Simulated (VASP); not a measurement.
Input of a VASP 6.6.1 run:

File INCAR:

```
SYSTEM = SiC
  PREC = Accurate
  ENCUT = 600
  EDIFF = 1E-6
  ISMEAR = 0
  SIGMA = 0.1
  LREAL = .False.
  LASPH = .True.
  NELM = 100
  ALGO = Normal
  ISIF = 3
  LWAVE = .False.
  LCHARG = .False.
  GGA = PE
  IBRION = 2
  NSW = 100
  EDIFFG = -0.01
```

The input KPOINTS:

```
Automatic mesh
0
Gamma
  14 14 14
  0 0 0
```

File POSCAR:

```
SiC
1.0
    1.9298663119     -4.8430248255      0.0000000000
    1.9298663119      4.8430248255      0.0000000000
    0.0000000000      0.0000000000      3.1606455552
Si C
2 2
Direct
    0.1770609295      0.8229390705      0.0000000000
    0.8229390705      0.1770609295      0.0000000000
    0.0709461016      0.9290538984      0.5000000000
    0.9290538984      0.0709461016      0.5000000000
```

Potentials or basis: VASP PAW PBE potentials, release 64 (Si, C).

Command:

```sh
$ cat potpaw_PBE.64/Si/POTCAR potpaw_PBE.64/C/POTCAR > POTCAR
$ mpirun -np 1 vasp_std > vasp.out
```

(1) Estimate the relaxed cell.

(2) Predict the relaxed volume.

(3) Estimate the space group after relaxing (to 0.05 Å).

(4) Predict the band gap on the k mesh.

## Answers

(1) a = 5.210 Å, b = 5.210 Å, c = 3.160 Å, α = 90.00°, β = 90.00°, γ = 136.49°.

(2) 14.76 Å³/atom.

(3) Cmmm (No. 65).

(4) zero (band 8 reaches 5.58 eV, above the bottom of band 9 at 5.37 eV).
